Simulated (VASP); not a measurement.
**SnTe: single point with RPBE+D4**

The system is SnTe.

```xyz
2
Lattice="0.0000 3.1297 3.1297 3.1297 0.0000 3.1297 3.1297 3.1297 0.0000" Properties=species:S:1:pos:R:3 pbc="T T T"
Te    3.1297    3.1297    3.1297
Sn    0.0000    0.0000    0.0000
```

| Quantity | Value |
| --- | --- |
| Program | VASP 6.6.1 |
| Task | single point |
| Functional | RPBE |
| Dispersion | D4 |
| Potentials or basis | VASP PAW PBE potentials, release 64 (Te, Sn_d) |
| Cutoff | 520 eV |
| k mesh | 7 × 7 × 7 |
| Occupations | fermi-dirac, width 0.05 eV |
| Spin | no spin polarisation |
| Dipole correction | no |
| Further INCAR settings | ALGO = Normal; EDIFF = 1e-06; NBANDS = 17 |

```
Pressure                   : 0.3 GPa
Dispersion energy per atom : -0.814 eV
```

Levels at points of the mesh, in eV from the Fermi level:
```csv
k point,band 6,band 7,band 8,band 9,band 10,band 11,band 12,band 13,band 14,band 15
"(0.00, 0.00, 0.00)",-13.06,-4.65,-2.32,-2.32,-2.32,3.31,3.31,3.31,4.60,4.60
```

It took 39 s on 1 thread of AMD EPYC 7R43 64-Core Processor (Zen 3), on a shared host, peak memory 0.17 GiB.

Caveat: this odd mesh misses L, where the gap lies, so gap, dielectric constants and Born charges aren't listed; the PAW data sets were made with another functional, which shifts forces and pressure a little; spin-orbit coupling is left out, which moves the levels of the heavy elements.
